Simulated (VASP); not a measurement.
Input of a VASP 6.6.1 run:

File INCAR:

```
PREC     = Accurate       # precision mode
ENCUT    = 520            # plane-wave cutoff, eV
EDIFF    = 1E-6           # SCF threshold, eV
ISMEAR   = 0              # smearing method
SIGMA    = 0.1            # smearing width, eV
LREAL    = F              # projectors in reciprocal space
LASPH    = T              # aspherical terms in the spheres
NELM     = 150            # most SCF steps
ALGO     = Normal         # electronic algorithm
ISIF     = 2              # what is computed and relaxed
LWAVE    = F              # write WAVECAR
LCHARG   = F              # write CHGCAR
ISPIN    = 2              # spin polarisation
MAGMOM   = 2 2 0 0 0 0 0 0 0 0 # initial moments
LORBIT   = 11             # projections on sites
LMAXMIX  = 4              # l up to which the mixer works
GGA      = PE             # functional
NBANDS   = 61             # bands
```

The input KPOINTS:

```
Automatic mesh
0
Gamma
  3 3 4
```

The input POSCAR:

```
VBiSe3
1.0
    7.0087701446      0.0000000000      0.0000000000
   -3.5043850723      6.0697729945      0.0000000000
    0.0000000000      0.0000000000      5.3140786239
V Bi Se
2 2 6
Direct
    0.0000000000      0.0000000000      0.0000000000
    0.0000000000      0.0000000000      0.5000000000
    0.3333333333      0.6666666667      0.7500000000
    0.6666666667      0.3333333333      0.2500000000
    0.8268257380      0.6536514759      0.7500000000
    0.3463485241      0.1731742620      0.7500000000
    0.8268257380      0.1731742620      0.7500000000
    0.1731742620      0.3463485241      0.2500000000
    0.6536514759      0.8268257380      0.2500000000
    0.1731742620      0.8268257380      0.2500000000
```

Potentials or basis: VASP PAW PBE potentials, release 64 (V_sv, Bi_d, Se).

Run with:

```console
$ cat potpaw_PBE.64/V_sv/POTCAR potpaw_PBE.64/Bi_d/POTCAR potpaw_PBE.64/Se/POTCAR > POTCAR
$ mpirun -np 1 vasp_std > vasp.out
```

**Question.** Predict the largest force.

**Answer.** 0.034 eV/Å.

**Question.** What does it give for the band gap on the k mesh?

**Answer.** Zero (filled and empty bands overlap).

**Question.** Estimate the net moment.

**Answer.** 0.00 μB per cell.

Stress tensor (GPa, compression positive):
```
 0.28  0.00  0.00
 0.00  0.28  0.00
 0.00  0.00 -0.17
```

Caveat: spin-orbit coupling is left out, which moves the levels of the heavy elements. With open d or f shells a metallic result of PBE can be an artefact of self-interaction; +U or a hybrid may open a gap.
